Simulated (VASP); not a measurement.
Wanted: the native input for a VASP 6.6.1 run.

```yaml
Task: relaxation of cell and atoms
Functional: LDA
Potentials_or_basis: VASP PAW LDA potentials, release 64 (Bi_d)
Cutoff: 600 eV
k_mesh: 16 × 16 × 16
Occupations: fermi-dirac, width 0.1 eV
Spin: no spin polarisation
Target_pressure: 40.8 GPa
Dipole_correction: no
Further_INCAR_settings: ALGO = Normal; EDIFF = 1e-07; IBRION = 2; EDIFFG = -0.002; NSW = 80; ISIF = 3
```

The structure of Bi lies in POSCAR:

```
Bi
1.0
   -1.7514061410      1.7514061410      1.7514061410
    1.7514061410     -1.7514061410      1.7514061410
    1.7514061410      1.7514061410     -1.7514061410
Bi
1
Direct
    0.0000000000      0.0000000000      0.0000000000
```

The input as run:

INCAR

```
ALGO = Normal
EDIFF = 1E-7
EDIFFG = -0.002
ENCUT = 600
IBRION = 2
ISIF = 3
ISMEAR = -1
LASPH = T
LCHARG = F
LREAL = F
LWAVE = F
NELM = 100
NSW = 80
PREC = Accurate
PSTRESS = 408.0
SIGMA = 0.1
```

KPOINTS

```
k-points
0
Gamma
  16 16 16
```

Potentials or basis: VASP PAW LDA potentials, release 64 (Bi_d).

Command:

```sh
$ cat potpaw_LDA.64/Bi_d/POTCAR > POTCAR
$ mpirun -np 1 vasp_std > vasp.out
```

Results of the run:

| Property | Result |
| --- | --- |
| Relaxed volume | 21.56 Å³/atom |
| Relaxed cell | a = 3.037 Å, b = 3.037 Å, c = 3.037 Å, α = 109.47°, β = 109.47°, γ = 109.47° |
| Space group after relaxing (to 0.05 Å) | Im-3m (No. 229) |
| Energy change on relaxing (the enthalpy is what falls) | -18.5 meV/atom |
| Ionic steps | 3 |
| Pressure after relaxing | 40.8 GPa |

Caveat: the cell is relaxed towards a set pressure, so the enthalpy falls and the energy may rise.

Run time: 19 s on 1 thread of Intel(R) Xeon(R) 6975P-C (Granite Rapids), on a shared host, peak memory 0.16 GiB.
